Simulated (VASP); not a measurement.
# Rb (Fd-3m) in VASP: notebook, part 2 of 2

VASP 6.6.1. The steps go on from the part before.

**4. Single point, PBE**

This run uses another cell than the first one, of 32.41 Å³/atom.

File INCAR:

```
PREC = Accurate ; ENCUT = 500
EDIFF = 1E-6 ; ISMEAR = -1
SIGMA = 0.1 ; LREAL = False
LASPH = True ; NELM = 120
ALGO = Normal ; ISIF = 2
LWAVE = False ; LCHARG = False
GGA = PE ; NBANDS = 16
GGA_COMPAT = False
```

File KPOINTS:

```
regular mesh
0
Gamma
  4 4 4
```

File POSCAR:

```
Rb
1.0
    0.0000000000      3.1883338623      3.1883338623
    3.1883338623      0.0000000000      3.1883338623
    3.1883338623      3.1883338623      0.0000000000
Rb
2
Direct
    1.0000000000      1.0000000000      1.0000000000
    0.2500000000      0.2500000000      0.2500000000
```

Potentials or basis: VASP PAW PBE potentials, release 64 (Rb_sv).

Command:

```console
> cat potpaw_PBE.64/Rb_sv/POTCAR > POTCAR
> mpirun -np 1 vasp_std > vasp.out
```

OUTCAR:

```text
PREC = Accurate
   ENCUT = 500
   EDIFF = 1E-6
   ISMEAR = -1
   LREAL = False
   LASPH = True
   NELM = 120
   ISIF = 2
   GGA = PE

 ion  position               nearest neighbor table
   1  0.000  0.000  0.000-   2 2.76   2 2.76   2 2.76   2 2.76   2 5.29   2 5.29   2 5.29   2 5.29
                             2 5.29   2 5.29   2 5.29   2 5.29   2 5.29   2 5.29   2 5.29   2 5.29
   2  0.250  0.250  0.250-   1 2.76   1 2.76   1 2.76   1 2.76   1 5.29   1 5.29   1 5.29   1 5.29
                             1 5.29   1 5.29   1 5.29   1 5.29   1 5.29   1 5.29   1 5.29   1 5.29

 -----------------------------------------------------------------------------
|                                                                             |
|           W    W    AA    RRRRR   N    N  II  N    N   GGGG   !!!           |
|           W    W   A  A   R    R  NN   N  II  NN   N  G    G  !!!           |
|           W    W  A    A  R    R  N N  N  II  N N  N  G       !!!           |
|           W WW W  AAAAAA  RRRRR   N  N N  II  N  N N  G  GGG   !            |
|           WW  WW  A    A  R   R   N   NN  II  N   NN  G    G                |
|           W    W  A    A  R    R  N    N  II  N    N   GGGG   !!!           |
|                                                                             |
|     The distance between some ions is very small. Please check the          |
|     nearest-neighbor list in the OUTCAR file.                               |
[... 181 lines left out ...]
      1     -27.0128      2.00000
      2     -25.1762      2.00000
      3     -11.3474      2.00000
      4     -11.3474      2.00000
      5     -11.3474      2.00000
      6      -9.3204      2.00000
[... 129 lines left out ...]
      3     -12.0734      2.00000
      4     -12.0734      2.00000
      5     -10.2361      2.00000
      6     -10.2361      2.00000
[... 8 lines left out ...]
     15       9.0362      0.00000
     16       9.0362      0.00000

------------------------ aborting loop because EDIFF is reached ----------------------------------------

  FORCE on cell =-STRESS in cart. coord.  units (eV):
  Direction    XX          YY          ZZ          XY          YZ          ZX
  --------------------------------------------------------------------------------------
  -------------------------------------------------------------------------------------
  Total        8.2549540      8.2549540      8.2549540     -0.0000000      0.0000000      0.0000000
  in kB      204.0346220    204.0346220    204.0346220     -0.0000000      0.0000000      0.0000000
  external PRESSURE =     204.0346220 kB  Pullay stress =       0.0000000 kB

 VOLUME and BASIS-vectors are now :
 -----------------------------------------------------------------------------
  energy-cutoff  :      500.00
  volume of cell :       64.82
      direct lattice vectors                 reciprocal lattice vectors
     0.000000000  3.188333862  3.188333862    -0.156821720  0.156821720  0.156821720
     3.188333862  0.000000000  3.188333862     0.156821720 -0.156821720  0.156821720
     3.188333862  3.188333862  0.000000000     0.156821720  0.156821720 -0.156821720

 POSITION                                       TOTAL-FORCE (eV/Angst)
 -----------------------------------------------------------------------------------
      0.00000      0.00000      0.00000         0.000000     -0.000000     -0.000000
      1.59417      1.59417      1.59417        -0.000000      0.000000      0.000000
 -----------------------------------------------------------------------------------
    total drift:                                0.000000      0.000000      0.000000

  FREE ENERGIE OF THE ION-ELECTRON SYSTEM (eV)
  ---------------------------------------------------
  free  energy   TOTEN  =         2.3107770904 eV

  energy  without entropy=        2.3994377617  energy(sigma->0) =        2.35510743
```

Run time: 8.6 s. Hardware: 1 thread of AMD EPYC 9R45 (Zen 5), shared host; peak memory 0.16 GiB.

What came out:

- Free energy: 2.3108 eV
- Pressure: 20.4 GPa
- Band gap on the k mesh: zero (bands 9 and 10 overlap by 0.47 eV)

Caveat: the k points lie up to 0.43 Å⁻¹ apart.

**5. Single point, PBE**

This run uses another cell than the first one, of 137.92 Å³/atom.

File INCAR:

```
SYSTEM = Rb
PREC = Accurate ; ENCUT = 500
EDIFF = 1E-6 ; ISMEAR = -1
SIGMA = 0.1 ; LREAL = .False.
LASPH = .True. ; NELM = 120
ALGO = Normal ; ISIF = 2
LWAVE = .False. ; LCHARG = .False.
GGA = PE ; NBANDS = 16
GGA_COMPAT = .False.
```

File KPOINTS:

```
regular mesh
0
Gamma
  4 4 4
  0 0 0
```

File POSCAR:

```
Rb
1.0
    0.0000000000      5.1666243852      5.1666243852
    5.1666243852      0.0000000000      5.1666243852
    5.1666243852      5.1666243852      0.0000000000
Rb
2
Direct
    1.0000000000      1.0000000000      1.0000000000
    0.2500000000      0.2500000000      0.2500000000
```

Potentials or basis: VASP PAW PBE potentials, release 64 (Rb_sv).

Command:

```console
> cat potpaw_PBE.64/Rb_sv/POTCAR > POTCAR
> mpirun -np 1 vasp_std > vasp.out
```

OUTCAR:

```text
SYSTEM = Rb
   PREC = Accurate
   ENCUT = 500
   EDIFF = 1E-6
   ISMEAR = -1
   LREAL = .False.
   LASPH = .True.
   NELM = 120
   ISIF = 2
   GGA = PE

 ion  position               nearest neighbor table
   1  0.000  0.000  0.000-   2 4.47   2 4.47   2 4.47   2 4.47
   2  0.250  0.250  0.250-   1 4.47   1 4.47   1 4.47   1 4.47

  LATTYP: Found a face centered cubic cell.
 ALAT       =    10.3332487704

  Lattice vectors:

 A1 = (   0.0000000000,   5.1666243852,   5.1666243852)
 A2 = (   5.1666243852,   0.0000000000,   5.1666243852)
 A3 = (   5.1666243852,   5.1666243852,   0.0000000000)

Analysis of symmetry for initial positions (statically):
=====================================================================
 Subroutine PRICEL returns:
 Original cell was already a primitive cell.

 Routine SETGRP: Setting up the symmetry group for a
 face centered cubic supercell.

 Subroutine GETGRP returns: Found 48 space group operations
[... 146 lines left out ...]
  free energy    TOTEN  =        -1.38001013 eV

  energy without entropy =       -1.32351538  energy(sigma->0) =       -1.35176275

 E-fermi :  -0.6567     XC(G=0):  -4.4654

 val. band max:       -0.6737861875   @ k =   0.5000   0.5000   0.0000
 cond. band min:      -0.5271618300   @ k =  -0.2500   0.5000   0.2500
 fundamental gap:      0.1466243575
 Fermi energy:        -0.6567375500

 k-point     1 :       0.0000    0.0000    0.0000
  band No.  band energies     occupation
      1     -30.0288      2.00000
      2     -30.0157      2.00000
      3     -14.1442      2.00000
      4     -14.1442      2.00000
      5     -14.1442      2.00000
      6     -14.0642      2.00000
[... 129 lines left out ...]
      3     -14.1609      2.00000
      4     -14.1609      2.00000
      5     -14.1050      2.00000
      6     -14.1050      2.00000
[... 8 lines left out ...]
     15       1.7657      0.00000
     16       1.7657      0.00000

------------------------ aborting loop because EDIFF is reached ----------------------------------------

  FORCE on cell =-STRESS in cart. coord.  units (eV):
  Direction    XX          YY          ZZ          XY          YZ          ZX
  --------------------------------------------------------------------------------------
  -------------------------------------------------------------------------------------
  Total        0.0074359      0.0074359      0.0074359      0.0000000      0.0000000     -0.0000000
  in kB        0.0431913      0.0431913      0.0431913      0.0000000      0.0000000     -0.0000000
  external PRESSURE =       0.0431913 kB  Pullay stress =       0.0000000 kB

 VOLUME and BASIS-vectors are now :
 -----------------------------------------------------------------------------
  energy-cutoff  :      500.00
  volume of cell :      275.84
      direct lattice vectors                 reciprocal lattice vectors
     0.000000000  5.166624385  5.166624385    -0.096774986  0.096774986  0.096774986
     5.166624385  0.000000000  5.166624385     0.096774986 -0.096774986  0.096774986
     5.166624385  5.166624385  0.000000000     0.096774986  0.096774986 -0.096774986

 POSITION                                       TOTAL-FORCE (eV/Angst)
 -----------------------------------------------------------------------------------
      0.00000      0.00000      0.00000        -0.000000      0.000000     -0.000000
      2.58331      2.58331      2.58331         0.000000     -0.000000      0.000000
 -----------------------------------------------------------------------------------
    total drift:                                0.000000      0.000000     -0.000000

  FREE ENERGIE OF THE ION-ELECTRON SYSTEM (eV)
  ---------------------------------------------------
  free  energy   TOTEN  =        -1.3800101282 eV

  energy  without entropy=       -1.3235153751  energy(sigma->0) =       -1.35176275
```

Run time: 27 s. Hardware: 1 thread of AMD EPYC 9R45 (Zen 5), shared host; peak memory 0.35 GiB.

What came out:

| Item | Value |
| --- | --- |
| Free energy | -1.3800 eV |
| Pressure | 0.0 GPa |
| Band gap on the k mesh | zero (bands 9 and 10 overlap by 0.17 eV) |

**6. Relaxation of cell and atoms, PBE**

This run uses another cell than the first one, of 114.44 Å³/atom.

File INCAR:

```
SYSTEM = Rb
PREC = Accurate
ENCUT = 500
EDIFF = 1E-7
ISMEAR = -1
SIGMA = 0.1
LREAL = .False.
LASPH = .True.
NELM = 120
ALGO = Normal
ISIF = 3
LWAVE = .False.
LCHARG = .False.
GGA = PE
IBRION = 2
NSW = 80
EDIFFG = -0.03
GGA_COMPAT = .False.
NELMIN = 4
```

KPOINTS is that of step 5.

File POSCAR:

```
Rb
1.0
    0.0000000000      4.8550000000      4.8550000000
    4.8550000000      0.0000000000      4.8550000000
    4.8550000000      4.8550000000      0.0000000000
Rb
2
Direct
    1.0000000000      1.0000000000      1.0000000000
    0.2500000000      0.2500000000      0.2500000000
```

Potentials or basis: VASP PAW PBE potentials, release 64 (Rb_sv).

Command:

```console
> cat potpaw_PBE.64/Rb_sv/POTCAR > POTCAR
> mpirun -np 1 vasp_std > vasp.out
```

OUTCAR:

```text
SYSTEM = Rb
   PREC = Accurate
   ENCUT = 500
   EDIFF = 1E-7
   ISMEAR = -1
   LREAL = .False.
   LASPH = .True.
   NELM = 120
   ISIF = 3
   GGA = PE
   IBRION = 2
   NSW = 80
   EDIFFG = -0.03
   NELMIN = 4

 ion  position               nearest neighbor table
   1  0.000  0.000  0.000-   2 4.20   2 4.20   2 4.20   2 4.20
   2  0.250  0.250  0.250-   1 4.20   1 4.20   1 4.20   1 4.20

  LATTYP: Found a face centered cubic cell.
 ALAT       =     9.7100000000

  Lattice vectors:

 A1 = (   0.0000000000,   4.8550000000,   4.8550000000)
 A2 = (   4.8550000000,   0.0000000000,   4.8550000000)
 A3 = (   4.8550000000,   4.8550000000,   0.0000000000)

Analysis of symmetry for initial positions (statically):
[... 165 lines left out ...]
  -------------------------------------------------------------------------------------
  Total        0.3501635      0.3501635      0.3501635      0.0000000      0.0000000      0.0000000
  in kB        2.4512282      2.4512282      2.4512282      0.0000000      0.0000000      0.0000000
  external PRESSURE =       2.4512282 kB  Pullay stress =       0.0000000 kB
[... 131 lines left out ...]
--------------------------------------- Ionic step        5  -------------------------------------------

 number of electron      18.0000000 magnetization

 Free energy of the ion-electron system (eV)
  ---------------------------------------------------
  ext. energy  EPLUGINS =         0.00000000
  ---------------------------------------------------
  free energy    TOTEN  =        -1.37859202 eV

  energy without entropy =       -1.32190142  energy(sigma->0) =       -1.35024672

 E-fermi :  -0.6674     XC(G=0):  -4.4519

 val. band max:       -0.6843105522   @ k =   0.5000   0.5000   0.0000
 cond. band min:      -0.5400407977   @ k =  -0.2500   0.5000   0.2500
 fundamental gap:      0.1442697546
 Fermi energy:        -0.6673722477

 k-point     1 :       0.0000    0.0000    0.0000
  band No.  band energies     occupation
      1     -30.0378      2.00000
      2     -30.0251      2.00000
      3     -14.1524      2.00000
      4     -14.1524      2.00000
      5     -14.1524      2.00000
      6     -14.0738      2.00000
      7     -14.0738      2.00000
      8     -14.0738      2.00000
      9      -2.2116      2.00000
     10       1.3371      0.00000
     11       1.3371      0.00000
     12       1.3371      0.00000
     13       1.5388      0.00000
[... 139 lines left out ...]
  FREE ENERGIE OF THE ION-ELECTRON SYSTEM (eV)
  ---------------------------------------------------
  free  energy   TOTEN  =        -1.3785920242 eV

  energy  without entropy=       -1.3219014219  energy(sigma->0) =       -1.35024672

 reached required accuracy - stopping structural energy minimisation
```

CONTCAR:

```text
Rb
   1.00000000000000
     0.0000000000000000    5.1774408332229145    5.1774408332229145
     5.1774408332229145    0.0000000000000000    5.1774408332229145
     5.1774408332229145    5.1774408332229145   -0.0000000000000000
  Rb
     2
Direct
     0.0000000000000000    0.0000000000000000    0.0000000000000000
     0.2500000000000000    0.2500000000000000    0.2500000000000000

  0.00000000E+00  0.00000000E+00  0.00000000E+00
  0.00000000E+00  0.00000000E+00  0.00000000E+00
```

Run time: 84 s. Hardware: 1 thread of AMD EPYC 9R45 (Zen 5), shared host; peak memory 0.31 GiB.

What came out:

| Property | Result |
| --- | --- |
| Free energy | -1.3786 eV |
| Relaxed volume | 138.79 Å³/atom |
| Relaxed cell | a = 7.322 Å, b = 7.322 Å, c = 7.322 Å, α = 60.00°, β = 60.00°, γ = 60.00° |
| Space group after relaxing (to 0.1 Å) | Fd-3m (No. 227) |
| Energy gained by relaxing | 15.8 meV/atom |
| Ionic steps | 5 |
| Pressure after relaxing | 0.0 GPa |
| Band gap on the k mesh | zero (bands 9 and 10 overlap by 0.16 eV) |

The path:
```tsv
step	energy change (eV)	largest force (eV/Å)	pressure (GPa)	volume (Å³)
1	0.0000	0.0000	0.25	228.87
2	-0.0082	0.0000	0.20	234.72
3	-0.0249	0.0000	0.10	252.87
4	-0.0291	0.0000	-0.05	291.91
5	-0.0315	0.0000	-0.01	277.57
```

Final structure:
```yaml
crystal:
  lattice:
    - [0.00000, 5.17744, 5.17744]
    - [5.17744, 0.00000, 5.17744]
    - [5.17744, 5.17744, 0.00000]
  atoms:
    - { symbol: Rb, position: [0.00000, 0.00000, 0.00000] }
    - { symbol: Rb, position: [0.25000, 0.25000, 0.25000] }
```

Caveat: the volume moved by over 15 % at a fixed basis, so the end points are rough.

**7. Relaxation of cell and atoms, PBE, target pressure 20 GPa, at which the enthalpy is minimised**

This run uses another cell than the first one, of 114.44 Å³/atom.

File INCAR:

```
PREC = Accurate ; ENCUT = 500
EDIFF = 1E-7 ; ISMEAR = -1
SIGMA = 0.1 ; LREAL = F
LASPH = T ; NELM = 120
ALGO = Normal ; ISIF = 3
LWAVE = F ; LCHARG = F
GGA = PE ; IBRION = 2
NSW = 80 ; EDIFFG = -0.03
PSTRESS = 200.0 ; GGA_COMPAT = F
NELMIN = 4
```

File KPOINTS:

```
regular mesh
0
Gamma
  4 4 4
```

POSCAR is that of step 6.

Potentials or basis: VASP PAW PBE potentials, release 64 (Rb_sv).

Command:

```console
> cat potpaw_PBE.64/Rb_sv/POTCAR > POTCAR
> mpirun -np 1 vasp_std > vasp.out
```

OUTCAR:

```text
PREC = Accurate
   ENCUT = 500
   EDIFF = 1E-7
   ISMEAR = -1
   LREAL = F
   LASPH = T
   NELM = 120
   ISIF = 3
   GGA = PE
   IBRION = 2
   NSW = 80
   EDIFFG = -0.03
   PSTRESS = 200.0
   NELMIN = 4

 ion  position               nearest neighbor table
   1  0.000  0.000  0.000-   2 4.20   2 4.20   2 4.20   2 4.20
   2  0.250  0.250  0.250-   1 4.20   1 4.20   1 4.20   1 4.20

  LATTYP: Found a face centered cubic cell.
 ALAT       =     9.7100000000

  Lattice vectors:

 A1 = (   0.0000000000,   4.8550000000,   4.8550000000)
 A2 = (   4.8550000000,   0.0000000000,   4.8550000000)
 A3 = (   4.8550000000,   4.8550000000,   0.0000000000)

[... 142 lines left out ...]
 conjugate gradient relaxation of ions
 non-spin polarized calculation
  energy-cutoff  :      500.00
  volume of cell :      228.87
 maximum number of plane-waves:      5836
   NGX = 25   NGY = 25   NGZ = 25

--------------------------------------- Ionic step        1  -------------------------------------------

 number of electron      18.0000001 magnetization

 Free energy of the ion-electron system (eV)
  ---------------------------------------------------
  ext. energy  EPLUGINS =         0.00000000
  ---------------------------------------------------
  free energy    TOTEN  =        -1.34708327 eV

  energy without entropy =       -1.29714208  energy(sigma->0) =       -1.32211268

 E-fermi :  -0.3030     XC(G=0):  -4.8766

 val. band max:       -0.3246195976   @ k =   0.5000   0.5000   0.0000
 cond. band min:      -0.0860624555   @ k =  -0.2500   0.5000   0.2500
 fundamental gap:      0.2385571421
 Fermi energy:        -0.3030288113
[... 564 lines left out ...]
--------------------------------------- Ionic step        9  -------------------------------------------

 number of electron      18.0000000 magnetization

 Free energy of the ion-electron system (eV)
  ---------------------------------------------------
  ext. energy  EPLUGINS =         0.00000000
  ---------------------------------------------------
  free energy    TOTEN  =         2.25885845 eV

  energy without entropy =        2.34779450  energy(sigma->0) =        2.30332647

 E-fermi :   3.1839     XC(G=0):  -8.6417

 val. band max:        3.0252014935   @ k =   0.5000   0.5000   0.0000
 cond. band min:       3.4345698944   @ k =   0.5000   0.2500   0.0000
 fundamental gap:      0.4093684009
 Fermi energy:         3.1838799740
[... 159 lines left out ...]
  energy  without entropy=        2.3477944952  energy(sigma->0) =        2.30332647

  enthalpy is  TOTEN    =        10.4006856271 eV   P V=        8.1418271789

 reached required accuracy - stopping structural energy minimisation
```

CONTCAR:

```text
Rb
   1.00000000000000
     0.0000000000000000    3.1949016250889208    3.1949016250889208
     3.1949016250889208   -0.0000000000000000    3.1949016250889208
     3.1949016250889208    3.1949016250889208   -0.0000000000000000
  Rb
     2
Direct
     0.0000000000000000    0.0000000000000000    0.0000000000000000
     0.2500000000000000    0.2500000000000000    0.2500000000000000

  0.00000000E+00  0.00000000E+00  0.00000000E+00
  0.00000000E+00  0.00000000E+00  0.00000000E+00
```

Wall time 3.5 min (1 thread of AMD EPYC 9R45 (Zen 5), shared host); peak memory 0.48 GiB.

Results:

```yaml
Free_energy: 2.2589 eV
Relaxed_volume: 32.61 Å³/atom
Relaxed_cell: a = 4.518 Å, b = 4.518 Å, c = 4.518 Å, α = 60.00°, β = 60.00°, γ = 60.00°
Space_group_after_relaxing_to_0.1_Å: Fd-3m (No. 227)
Energy_change_on_relaxing_the_run_minimises_the_enthalpy: +1803.0 meV/atom
Ionic_steps: 9
Pressure_after_relaxing: 20.0 GPa
Band_gap_on_the_k_mesh: zero (bands 9 and 10 overlap by 0.46 eV)
```

The path:
```
step  energy change (eV)  largest force (eV/Å)  pressure (GPa)  volume (Å³)
   1              0.0000                0.0000            0.25       228.87
   2            190.0559                0.0000         1564.71         7.45
   3              0.7972                0.0000            3.23       120.73
   4              1.7028                0.0000            7.08        90.83
   5              4.2022                0.0000           25.07        60.96
   6              3.4463                0.0000           18.71        66.55
   7              3.6938                0.0000           20.72        64.53
   8              3.5394                0.0000           19.46        65.76
   9              3.6060                0.0000           20.00        65.22
```

Final structure:
```xyz
2
Lattice="0.0000 3.1949 3.1949 3.1949 0.0000 3.1949 3.1949 3.1949 0.0000" Properties=species:S:1:pos:R:3 pbc="T T T"
Rb    0.0000    0.0000    0.0000
Rb    1.5975    1.5975    1.5975
```

Caveat: the cell is relaxed towards a set pressure, so the run minimises the enthalpy, not the energy; the volume moved by over 15 % at a fixed basis, so the end points are rough.

**8. Overview**

| task | cell | gap on the mesh (eV) | pressure (GPa) |
| --- | --- | --- | --- |
| single point | a = 4.021 Å, angles 60.0°, 2 atoms | none | 61.9 |
| single point | a = 4.204 Å, angles 60.0°, 2 atoms | none | 41.1 |
| single point | a = 4.509 Å, angles 60.0°, 2 atoms | none | 20.4 |
| single point | a = 7.307 Å, angles 60.0°, 2 atoms | none | 0.0 |
| relaxation of cell and atoms | relaxed from a = 6.866 Å, angles 60.0°, 2 atoms | none | 0.0 |
| relaxation of cell and atoms | relaxed to 20 GPa from a = 6.866 Å, angles 60.0°, 2 atoms | none | 20.0 |

Alike in all rows: level PBE; potentials or basis VASP PAW PBE potentials, release 64 (Rb_sv); no spin polarisation; k mesh 4 × 4 × 4; cutoff (eV) 500; smearing fermi-dirac 0.1 eV.

Caveats: some runs use coarse meshes; the volume moved by over 15 % at a fixed basis, so the end points are rough (at least some runs); the cell is relaxed towards a set pressure, so the run minimises the enthalpy, not the energy (at least some runs).

Total energies depend on the potentials used, so only differences within one code and one set of settings carry meaning.
